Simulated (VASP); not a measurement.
Eu, 1 atom in the cell. The structure is cubic, space group Im-3m (No. 229). Conventional cell: a = 4.388 Å, b = 4.388 Å, c = 4.388 Å, α = 90.00°, β = 90.00°, γ = 90.00°. Within 5.0 Å of Eu (site symmetry m-3m) lie 14 Eu at 3.80 to 4.39 Å. 

| Property | Result |
| --- | --- |
| Program | VASP 6.6.1 |
| Task | single point |
| Functional | PBE |
| Potentials or basis | VASP PAW PBE potentials, release 64 (Eu) |
| Cutoff | 520 eV |
| k mesh | 11 × 11 × 11 |
| Occupations | fermi-dirac, width 0.05 eV |
| Spin | collinear spin, ferromagnetic start |
| Starting moments | [7.02] μB |
| Dipole correction | no |
| Further INCAR settings | ALGO = Normal; EDIFF = 1e-06; NBANDS = 18 |

Potentials or basis: VASP PAW PBE potentials, release 64 (Eu).

Command:

```sh
$ cat potpaw_PBE.64/Eu/POTCAR > POTCAR
$ mpirun -np 1 vasp_std > vasp.out
```

Hardware: 1 thread of AMD EPYC 9R45 96-Core Processor (Zen 5) (shared host).

Q: Estimate the wall time of this run.

A: Run time: 64 s on 1 thread of AMD EPYC 9R45 96-Core Processor (Zen 5), with other jobs on the host, peak memory 0.2 GiB. Counts: scf iterations 17, k points 56.
